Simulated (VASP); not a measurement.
Input of a VASP 6.6.1 run:

File POSCAR:

```
Pt
1.0
   -0.4269508168      1.7814154769      1.7814154769
    1.7814154769     -0.4269508168      1.7814154769
    1.7814154769      1.7814154769     -0.4269508168
Pt
1
Direct
    0.0000000000      0.0000000000      0.0000000000
```

Contents of INCAR.step1:

```
PREC = Accurate
ENCUT = 550
ISMEAR = 0
SIGMA = 0.15
LREAL = F
LASPH = T
NELM = 120
NBANDS = 11
GGA = PE
ALGO = Normal
EDIFF = 1E-5
LWAVE = T
LCHARG = F
GGA_COMPAT = F
```

The input INCAR.step2:

```
PREC = Accurate
ENCUT = 550
EDIFF = 1E-6
ISMEAR = 0
SIGMA = 0.15
LREAL = F
LASPH = T
NELM = 120
ALGO = Normal
ISIF = 2
LWAVE = F
LCHARG = F
METAGGA = R2SCAN
LMIXTAU = T
NBANDS = 11
ISTART = 1
GGA_COMPAT = F
```

KPOINTS

```
regular mesh
0
Gamma
  28 28 28
```

Potentials or basis: VASP PAW PBE potentials, release 64 (Pt).

Launch:

```sh
$ cat potpaw_PBE.64/Pt/POTCAR > POTCAR
$ cp INCAR.step1 INCAR
$ mpirun -np 1 vasp_std > vasp.out
$ cp INCAR.step2 INCAR
$ mpirun -np 1 vasp_std > vasp.out
```

Q: Predict the pressure.

A: 27.2 GPa.

Q: What does it give for the band gap on the k mesh?

A: Zero (bands 5 and 6 overlap by 4.59 eV).

Stress tensor (GPa, compression positive):
```
27.18 11.87 11.87
11.87 27.18 11.87
11.87 11.87 27.18
```

Caveat: the cell stands under pressure; the PAW data sets were made with another functional, which shifts forces and pressure a little; spin-orbit coupling is left out, which moves the levels of the heavy elements.
